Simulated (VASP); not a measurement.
# NbSi (Fm-3m) in VASP: a series of runs

The runs below take NbSi through single point, with PBEsol.

All numbers are computed with VASP 6.6.1; they aren't measurements. Logs are shortened: lines on timing, memory, paths and dates and some standing lists are left out, and cuts for length are marked.

**1. The cell of the first run**

It takes space group Fm-3m (No. 225, cubic). Conventional cell: a = 5.004 Å, b = 5.004 Å, c = 5.004 Å, α = 90.00°, β = 90.00°, γ = 90.00°. Within 3.3 Å of Nb (site symmetry m-3m) lie 6 Si at 2.50 Å. Si (site symmetry m-3m) has 6 Nb at 2.50 Å within 3.3 Å.

**2. Single point, PBEsol**

The input, INCAR:

```
SYSTEM = NbSi
PREC     = Accurate       ! precision mode
ENCUT    = 520            ! plane-wave cutoff, eV
EDIFF    = 1E-6           ! SCF threshold, eV
ISMEAR   = -1             ! smearing method
SIGMA    = 0.05           ! smearing width, eV
LREAL    = .FALSE.        ! projectors in reciprocal space
LASPH    = .TRUE.         ! aspherical terms in the spheres
NELM     = 60             ! most SCF steps
ALGO     = Normal         ! electronic algorithm
ISIF     = 2              ! what is computed and relaxed
LWAVE    = .FALSE.        ! write WAVECAR
LCHARG   = .TRUE.         ! write CHGCAR
GGA      = PS             ! functional
LELF     = .TRUE.         ! ELF
LVHAR    = .TRUE.       
NBANDS   = 16             ! bands
```

The input, KPOINTS:

```
Automatic mesh
0
G
  9 9 9
  0 0 0
```

The input, POSCAR:

```
NbSi
1.0
    0.0000000000      2.5020583428      2.5020583428
    2.5020583428      0.0000000000      2.5020583428
    2.5020583428      2.5020583428      0.0000000000
Nb Si
1 1
Direct
    0.0000000000      0.0000000000      0.0000000000
    0.5000000000      0.5000000000      0.5000000000
```

Potentials or basis: VASP PAW PBE potentials, release 64 (Nb_sv, Si).

Started as:

```console
$ cat potpaw_PBE.64/Nb_sv/POTCAR potpaw_PBE.64/Si/POTCAR > POTCAR
$ mpirun -np 1 vasp_std > vasp.out
```

OUTCAR:

```text
SYSTEM = NbSi
   PREC = Accurate
   ENCUT = 520
   EDIFF = 1E-6
   ISMEAR = -1
   LREAL = .FALSE.
   LASPH = .TRUE.
   NELM = 60
   ISIF = 2
   GGA = PS

 ion  position               nearest neighbor table
   1  0.000  0.000  0.000-   2 2.50   2 2.50   2 2.50   2 2.50   2 2.50   2 2.50
   2  0.500  0.500  0.500-   1 2.50   1 2.50   1 2.50   1 2.50   1 2.50   1 2.50

  LATTYP: Found a face centered cubic cell.
 ALAT       =     5.0041166856

  Lattice vectors:

 A1 = (   0.0000000000,   2.5020583428,   2.5020583428)
 A2 = (   2.5020583428,   0.0000000000,   2.5020583428)
 A3 = (   2.5020583428,   2.5020583428,   0.0000000000)

Analysis of symmetry for initial positions (statically):
=====================================================================
 Subroutine PRICEL returns:
 Original cell was already a primitive cell.

 Routine SETGRP: Setting up the symmetry group for a
 face centered cubic supercell.

 Subroutine GETGRP returns: Found 48 space group operations
 (whereof 48 operations were pure point group operations)
 out of a pool of 48 trial point group operations.

The static configuration has the point symmetry O_h .

Analysis of symmetry for dynamics (positions and initial velocities):
=====================================================================
 Subroutine PRICEL returns:
 Original cell was already a primitive cell.

 Routine SETGRP: Setting up the symmetry group for a
 face centered cubic supercell.

 Subroutine GETGRP returns: Found 48 space group operations
 (whereof 48 operations were pure point group operations)
 out of a pool of 48 trial point group operations.

The dynamic configuration has the point symmetry O_h .

 Subroutine INISYM returns: Found 48 space group operations
 (whereof 48 operations are pure point group operations),
 and found     1 'primitive' translations

----------------------------------------------------------------------------------------

                                     Primitive cell

  volume of cell :      31.3273

  direct lattice vectors                    reciprocal lattice vectors
     0.000000000  2.502058343  2.502058343    -0.199835468  0.199835468  0.199835468
     2.502058343  0.000000000  2.502058343     0.199835468 -0.199835468  0.199835468
     2.502058343  2.502058343  0.000000000     0.199835468  0.199835468 -0.199835468

  length of vectors
     3.538444842  3.538444842  3.538444842     0.346125184  0.346125184  0.346125184

  position of ions in fractional coordinates (direct lattice)
     0.000000000  0.000000000  0.000000000
     0.500000000  0.500000000  0.500000000

  ion indices of the primitive-cell ions
   primitive index   ion index
                 1           1
                 2           2

----------------------------------------------------------------------------------------

 KPOINTS: Automatic mesh

Automatic generation of k-mesh.
 Grid dimensions read from file:
 generate k-points for:    9    9    9

 Generating k-lattice:

  Cartesian coordinates                     Fractional coordinates (reciprocal lattice)
    -0.022203941  0.022203941  0.022203941     0.111111111  0.000000000  0.000000000
     0.022203941 -0.022203941  0.022203941     0.000000000  0.111111111  0.000000000
     0.022203941  0.022203941 -0.022203941     0.000000000  0.000000000  0.111111111

  Length of vectors
     0.038458354  0.038458354  0.038458354

  Shift w.r.t. Gamma in fractional coordinates (k-lattice)
     0.000000000  0.000000000  0.000000000

 Subroutine IBZKPT returns following result:
 ===========================================

 Found     35 irreducible k-points:

 Following reciprocal coordinates:
            Coordinates               Weight
  0.000000  0.000000  0.000000      1.000000
  0.111111  0.000000  0.000000      8.000000
  0.222222  0.000000  0.000000      8.000000
  0.333333  0.000000  0.000000      8.000000
  0.444444  0.000000  0.000000      8.000000
  0.111111  0.111111  0.000000      6.000000
[... 16 lines left out ...]
 -0.333333  0.333333  0.000000     12.000000
  0.444444  0.444444  0.000000      6.000000
 [... further k-points ...]
   k-points           NKPTS =     35   k-points in BZ     NKDIM =     35   number of bands    NBANDS=     16
   number of dos      NEDOS =    301   number of ions     NIONS =      2
   total plane-waves  NPLWV =  21952
   dimension x,y,z NGX =    28 NGY =   28 NGZ =   28
   dimension x,y,z NGXF=    56 NGYF=   56 NGZF=   56
   ions per type =               1   1
   NGX,Y,Z   is equivalent  to a cutoff of  13.16, 13.16, 13.16 a.u.
   NGXF,Y,Z  is equivalent  to a cutoff of  26.31, 26.31, 26.31 a.u.
 SYSTEM =  NbSi
   PREC   = accura    normal or accurate (medium, high low for compatibility)
   ISTART =      0    job   : 0-new  1-cont  2-samecut
   ICHARG =      2    charge: 1-file 2-atom 10-const
   ISPIN  =      1    spin polarized calculation?
   LNONCOLLINEAR =      F non collinear calculations
   LSORBIT =      F    spin-orbit coupling
   LASPH  =      T    aspherical Exc in radial PAW
   ENCUT  =  520.0 eV  38.22 Ry    6.18 a.u.   6.58  6.58  6.58*2*pi/ulx,y,z
   NELM   =     60;   NELMIN=  2; NELMDL= -5     # of ELM steps
   EDIFF  = 0.1E-05   stopping-criterion for ELM
   LREAL  =      F    real-space projection
   EDIFFG = 0.1E-04   stopping-criterion for IOM
   NSW    =      0    number of steps for IOM
   IBRION =     -1    ionic relax: 0-MD 1-quasi-New 2-CG
   NFREE  =      0    steps in history (QN), initial steepest desc. (CG)
   ISIF   =      2    stress and relaxation
   ISYM   =      2    0-nonsym 1-usesym 2-fastsym
   POTIM  = 0.5000    time-step for ionic-motion
   TEBEG  =    0.0;   TEEND  =   0.0 temperature during run
   PSTRESS=    0.0 pullay stress
   NELECT =      17.0000    total number of electrons
   NUPDOWN=      -1.0000    fix difference up-down
   EMIN   =  10.00;   EMAX   =-10.00  energy-range for DOS
   EFERMI =   0.00;   METHOD = LEGACY
   ISMEAR =    -1;   SIGMA  =   0.05  broadening in eV -4-tet -1-fermi 0-gaus
   EFERMI_NEDOS =   21; number of points for ismear=-14 and -15
   IALGO  =     38    algorithm
   IMIX   =      4    mixing-type and parameters
     AMIX     =   0.40;   BMIX     =  1.00
     AMIX_MAG =   1.60;   BMIX_MAG =  1.00
  volume/ion in A,a.u.               =      15.66       105.70
  Fermi-wavevector in a.u.,A,eV,Ry     =   1.335315  2.523379 24.260085  1.783066
  Thomas-Fermi vector in A             =   2.464029
   LORBIT       =      0    0 simple, 1 ext, 2 COOP (PROOUT), +10 PAW based schemes
   GGA     = PS    functional components
   LHFCALC =     F    Hartree Fock is set to
   AEXX    =    0.0000 exact exchange contribution
   IVDW    =     0    specifies the selected vdW correction
   LEPSILON=     F    determine dielectric tensor
   LRPA    =     F    only Hartree local field effects (RPA)
 non-spin polarized calculation
  energy-cutoff  :      520.00
  volume of cell :       31.33
 maximum number of plane-waves:       869
   NGX = 13   NGY = 13   NGZ = 13

 number of electron      16.9999998 magnetization

 Free energy of the ion-electron system (eV)
  ---------------------------------------------------
  ext. energy  EPLUGINS =         0.00000000
  ---------------------------------------------------
  free energy    TOTEN  =       -17.18270587 eV

  energy without entropy =      -17.17144076  energy(sigma->0) =      -17.17707332

 E-fermi :  11.2676     XC(G=0): -12.0957

 val. band max:       11.2416198110   @ k =  -0.2222   0.2222   0.0000
 cond. band min:      11.2915840334   @ k =   0.4444   0.4444   0.0000
 fundamental gap:      0.0499642224
 Fermi energy:        11.2676076406

 k-point     1 :       0.0000    0.0000    0.0000
  band No.  band energies     occupation
      1     -43.7080      2.00000
      2     -19.7683      2.00000
      3     -19.7683      2.00000
      4     -19.7683      2.00000
      5       0.1877      2.00000
      6       9.8216      2.00000
[... 8 lines left out ...]
     15      21.8510      0.00000
     16      25.5097      0.00000

 k-point     2 :       0.1111    0.0000    0.0000
  band No.  band energies     occupation
      1     -43.7048      2.00000
      2     -19.8047      2.00000
      3     -19.7728      2.00000
      4     -19.7728      2.00000
      5       0.4493      2.00000
      6       9.3729      2.00000
[... 8 lines left out ...]
     15      22.4197      0.00000
     16      24.5355      0.00000

 k-point     3 :       0.2222    0.0000    0.0000
  band No.  band energies     occupation
      1     -43.6969      2.00000
      2     -19.8954      2.00000
      3     -19.7841      2.00000
      4     -19.7841      2.00000
      5       1.1961      2.00000
      6       8.2571      2.00000
[... 8 lines left out ...]
     15      22.8071      0.00000
     16      22.8983      0.00000

 k-point     4 :       0.3333    0.0000    0.0000
  band No.  band energies     occupation
      1     -43.6879      2.00000
      2     -19.9967      2.00000
      3     -19.7968      2.00000
      4     -19.7968      2.00000
      5       2.3218      2.00000
      6       6.8421      2.00000
[... 8 lines left out ...]
     15      20.9615      0.00000
     16      20.9615      0.00000

 k-point     5 :       0.4444    0.0000    0.0000
  band No.  band energies     occupation
      1     -43.6820      2.00000
      2     -20.0616      2.00000
      3     -19.8051      2.00000
      4     -19.8051      2.00000
      5       3.6407      2.00000
      6       5.3904      2.00000
[... 8 lines left out ...]
     15      21.0455      0.00000
     16      21.0455      0.00000

 k-point     6 :       0.1111    0.1111    0.0000
  band No.  band energies     occupation
      1     -43.7038      2.00000
      2     -19.8033      2.00000
      3     -19.7808      2.00000
      4     -19.7808      2.00000
      5       0.5295      2.00000
      6       9.3532      2.00000
[... 8 lines left out ...]
     15      22.8055      0.00000
     16      24.0951      0.00000

 k-point     7 :       0.2222    0.1111    0.0000
  band No.  band energies     occupation
      1     -43.6975      2.00000
      2     -19.8701      2.00000
      3     -19.7948      2.00000
      4     -19.7896      2.00000
      5       1.0919      2.00000
      6       8.3588      2.00000
[... 8 lines left out ...]
     15      22.1817      0.00000
     16      22.8145      0.00000

 k-point     8 :       0.3333    0.1111    0.0000
  band No.  band energies     occupation
      1     -43.6889      2.00000
      2     -19.9635      2.00000
      3     -19.8082      2.00000
      4     -19.8040      2.00000
      5       2.0473      2.00000
      6       7.1929      2.00000
[... 8 lines left out ...]
     15      21.2804      0.00000
     16      21.4501      0.00000

 k-point     9 :       0.4444    0.1111    0.0000
  band No.  band energies     occupation
      1     -43.6820      2.00000
      2     -20.0365      2.00000
      3     -19.8204      2.00000
      4     -19.8147      2.00000
      5       3.2245      2.00000
      6       5.9255      2.00000
[... 8 lines left out ...]
     15      21.0554      0.00000
     16      21.1574      0.00000
[... 172 lines left out ...]
 k-point    19 :      -0.2222    0.2222    0.0000
  band No.  band energies     occupation
      1     -43.6847      2.00000
      2     -19.9703      2.00000
      3     -19.8658      2.00000
      4     -19.7976      2.00000
      5       2.5532      2.00000
      6       6.8965      2.00000
[... 8 lines left out ...]
     15      20.4773      0.00000
     16      21.5326      0.00000

 k-point    20 :       0.3333    0.3333    0.0000
  band No.  band energies     occupation
      1     -43.6817      2.00000
      2     -19.9746      2.00000
      3     -19.8480      2.00000
      4     -19.8480      2.00000
      5       2.2699      2.00000
      6       7.0580      2.00000
[... 8 lines left out ...]
     15      22.9261      0.00000
     16      22.9774      0.00000

 k-point    21 :       0.4444    0.3333    0.0000
  band No.  band energies     occupation
      1     -43.6768      2.00000
      2     -20.0051      2.00000
      3     -19.8727      2.00000
      4     -19.8578      2.00000
      5       2.6274      2.00000
      6       7.1263      2.00000
[... 8 lines left out ...]
     15      22.4558      0.00000
     16      23.5836      0.00000

 k-point    22 :      -0.4444    0.3333    0.0000
  band No.  band energies     occupation
      1     -43.6742      2.00000
      2     -20.0026      2.00000
      3     -19.9170      2.00000
      4     -19.8534      2.00000
      5       3.0633      2.00000
      6       6.9869      2.00000
[... 8 lines left out ...]
     15      22.2154      0.00000
     16      22.9479      0.00000

 k-point    23 :      -0.3333    0.3333    0.0000
  band No.  band energies     occupation
      1     -43.6750      2.00000
      2     -19.9697      2.00000
      3     -19.9584      2.00000
      4     -19.8367      2.00000
      5       3.4475      2.00000
      6       6.4289      2.00000
[... 8 lines left out ...]
     15      21.4401      0.00000
     16      23.5040      0.00000

 k-point    24 :       0.4444    0.4444    0.0000
  band No.  band energies     occupation
      1     -43.6741      2.00000
      2     -20.0273      2.00000
      3     -19.8711      2.00000
      4     -19.8711      2.00000
      5       2.5486      2.00000
      6       7.5340      2.00000
[... 8 lines left out ...]
     15      23.4386      0.00000
     16      25.3533      0.00000

 [... further k-points ...]
[... 5 lines left out ...]
  --------------------------------------------------------------------------------------
  -------------------------------------------------------------------------------------
  Total        1.9354227      1.9354227      1.9354227      0.0000000      0.0000000      0.0000000
  in kB       98.9837977     98.9837977     98.9837977      0.0000000      0.0000000      0.0000000
  external PRESSURE =      98.9837977 kB  Pullay stress =       0.0000000 kB

 VOLUME and BASIS-vectors are now :
 -----------------------------------------------------------------------------
  energy-cutoff  :      520.00
  volume of cell :       31.33
      direct lattice vectors                 reciprocal lattice vectors
     0.000000000  2.502058343  2.502058343    -0.199835468  0.199835468  0.199835468
     2.502058343  0.000000000  2.502058343     0.199835468 -0.199835468  0.199835468
     2.502058343  2.502058343  0.000000000     0.199835468  0.199835468 -0.199835468

 POSITION                                       TOTAL-FORCE (eV/Angst)
 -----------------------------------------------------------------------------------
      0.00000      0.00000      0.00000         0.000000     -0.000000      0.000000
      2.50206      2.50206      2.50206        -0.000000      0.000000     -0.000000
 -----------------------------------------------------------------------------------
    total drift:                               -0.000000      0.000000      0.000000

  FREE ENERGIE OF THE ION-ELECTRON SYSTEM (eV)
  ---------------------------------------------------
  free  energy   TOTEN  =       -17.1827058749 eV

  energy  without entropy=      -17.1714407610  energy(sigma->0) =      -17.17707332
```

Run time: 38 s. Hardware: 1 thread of Intel Xeon 8259CL, shared host; peak memory 0.16 GiB.

What came out:

- Free energy: -17.1827 eV
- Pressure: 9.9 GPa

Caveat: the PAW data sets were made with another functional, which shifts forces and pressure a little.

**3. Single point, PBEsol**

This run uses another cell than the first one, of 16.57 Å³/atom, 1.058 times its volume.

The input, INCAR:

```
SYSTEM = NbSi
PREC = Accurate ; ENCUT = 520
EDIFF = 1E-6 ; ISMEAR = -1
SIGMA = 0.05 ; LREAL = .FALSE.
LASPH = .TRUE. ; NELM = 100
ALGO = Normal ; ISIF = 2
LWAVE = .FALSE. ; LCHARG = .TRUE.
GGA = PS ; LELF = .TRUE.
LVHAR = .TRUE. ; NBANDS = 16
```

KPOINTS is that of step 2.

The input, POSCAR:

```
NbSi
1.0
    0.0000000000      2.5492647477      2.5492647477
    2.5492647477      0.0000000000      2.5492647477
    2.5492647477      2.5492647477      0.0000000000
Nb Si
1 1
Direct
    0.0000000000      0.0000000000      0.0000000000
    0.5000000000      0.5000000000      0.5000000000
```

Potentials or basis: VASP PAW PBE potentials, release 64 (Nb_sv, Si).

Started as:

```console
$ cat potpaw_PBE.64/Nb_sv/POTCAR potpaw_PBE.64/Si/POTCAR > POTCAR
$ mpirun -np 1 vasp_std > vasp.out
```

It took 40 s on 1 thread of Intel Xeon 8259CL, shared host; peak memory 0.16 GiB.

Results (log left out):

```
Free energy : -17.2368 eV
Pressure    : -0.1 GPa
```

Levels at points of the mesh, in eV from the Fermi level:
```tsv
k point	band 7	band 8	band 9	band 10	band 11	band 12
(0.00, 0.00, 0.00)	-1.30	-1.30	-0.70	-0.70	2.55	2.55
```

Caveat: the PAW data sets were made with another functional, which shifts forces and pressure a little.

[end of part 1 of 2]
